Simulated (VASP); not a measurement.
Here is a VASP 6.6.1 calculation.

The input INCAR:

```
PREC = Accurate ; ENCUT = 520
EDIFF = 1E-8 ; ISMEAR = -1
SIGMA = 0.03 ; LREAL = F
LASPH = T ; NELM = 80
ALGO = Normal ; ISIF = 2
LWAVE = F ; LCHARG = F
GGA = PE ; LEFG = T
NBANDS = 35
```

The input KPOINTS:

```
Automatic mesh
0
Gamma
  4 4 6
```

The input POSCAR:

```
SnO2
1.0
    4.7373500000      0.0236867500      0.0236867500
    0.0236867500      4.7373500000      0.0236867500
    0.0159320000      0.0159320000      3.1864000000
Sn O
2 4
Direct
    0.0000000000      0.0000000000      0.0000000000
    0.5000000000      0.5000000000      0.5000000000
    0.3056200000      0.3056200000      0.0000000000
    0.1943800000      0.8056200000      0.5000000000
    0.6943800000      0.6943800000      0.0000000000
    0.8056200000      0.1943800000      0.5000000000
```

Potentials or basis: VASP PAW PBE potentials, release 64 (Sn_d, O).

The run is started by

```bash
$ cat potpaw_PBE.64/Sn_d/POTCAR potpaw_PBE.64/O/POTCAR > POTCAR
$ mpirun -np 1 vasp_std > vasp.out
```

Q: What does it give for the pressure?

A: 11.6 GPa.

Q: What does it give for the band gap on the k mesh?

A: 1.24 eV, direct.

Q: Estimate the largest force.

A: 0.158 eV/Å.

Stress tensor (GPa, compression positive):
```
10.71 -2.13 -1.18
-2.13 10.71 -1.18
-1.18 -1.18 13.32
```

Caveat: the cell differs from its parent crystal (equal xy, yz and zx shear strains of +1 %); without QUAD_EFG the Cq values of the log hold for a quadrupole moment of 1 mb, not for the nuclei; spin-orbit coupling is left out, which moves the levels of the heavy elements.
